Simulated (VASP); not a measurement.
Zr3O, 8 atoms in the cell. The structure is hexagonal, space group P6_322 (No. 182). Conventional cell: a = 5.584 Å, b = 5.584 Å, c = 5.168 Å, α = 90.00°, β = 90.00°, γ = 120.00°. Within 3.0 Å of Zr (site symmetry 2) lie 2 O at 2.25 Å. Within 3.0 Å of O (site symmetry 32) lie 6 Zr at 2.25 Å. 

| Item | Value |
| --- | --- |
| Program | VASP 6.6.1 |
| Task | single point |
| Functional | PBEsol |
| Potentials or basis | VASP PAW PBE potentials, release 64 (Zr_sv, O) |
| Cutoff | 520 eV |
| k mesh | 6 × 6 × 8 |
| Occupations | fermi-dirac, width 0.15 eV |
| Spin | no spin polarisation |
| Dipole correction | no |
| Further INCAR settings | ALGO = Normal; EDIFF = 1e-06; NBANDS = 52 |

Potentials or basis: VASP PAW PBE potentials, release 64 (Zr_sv, O).

The run is started by

```bash
$ cat potpaw_PBE.64/Zr_sv/POTCAR potpaw_PBE.64/O/POTCAR > POTCAR
$ mpirun -np 1 vasp_std > vasp.out
```

Hardware: 1 thread of Intel Xeon 8259CL (shared host).

How long does it take, and how much memory?

It took 6.9 min on 1 thread of Intel Xeon 8259CL, on a shared host, peak memory 0.36 GiB. Counts: scf iterations 14, k points 35.
